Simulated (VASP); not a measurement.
Wanted: the native input for a VASP 6.6.1 run.

- Task: single point
- Functional: LDA
- Potentials or basis: VASP PAW LDA potentials, release 64 (B, N)
- Cutoff: 600 eV
- k mesh: 10 × 10 × 10
- Occupations: fermi-dirac, width 0.01 eV
- Spin: no spin polarisation
- Dipole correction: no
- Further INCAR settings: ALGO = Normal; EDIFF = 1e-06; NBANDS = 11

The structure of BN lies in POSCAR:

```
BN
1.0
    0.0000000000      3.4953158300      2.1660912400
    1.2516321000      0.0000000000      2.1660912400
    1.2516321000      3.4953158300      0.0000000000
B N
1 1
Direct
    0.0000486500      0.0000486500      0.9999513500
    0.6666666667      0.6666666667      0.3333333333
```

One way to write it, as run:

INCAR

```
SYSTEM = BN
PREC = Accurate
ENCUT = 600
EDIFF = 1E-6
ISMEAR = -1
SIGMA = 0.01
LREAL = .False.
LASPH = .True.
NELM = 120
ALGO = Normal
ISIF = 2
LWAVE = .False.
LCHARG = .False.
NBANDS = 11
GGA_COMPAT = .False.
```

KPOINTS

```
Automatic mesh
0
Gamma
  10 10 10
  0 0 0
```

Potentials or basis: VASP PAW LDA potentials, release 64 (B, N).

Launch:

```sh
$ cat potpaw_LDA.64/B/POTCAR potpaw_LDA.64/N/POTCAR > POTCAR
$ mpirun -np 1 vasp_std > vasp.out
```

Results of the run:

```
Pressure               : -4.0 GPa
Largest force          : 0.013 eV/Å
Band gap on the k mesh : 3.69 eV (least direct gap 4.61 eV)
```

Caveat: the cell stands under tension.

Run time: 62 s on 1 thread of Intel Xeon 8259CL (shared host), peak memory 0.16 GiB.
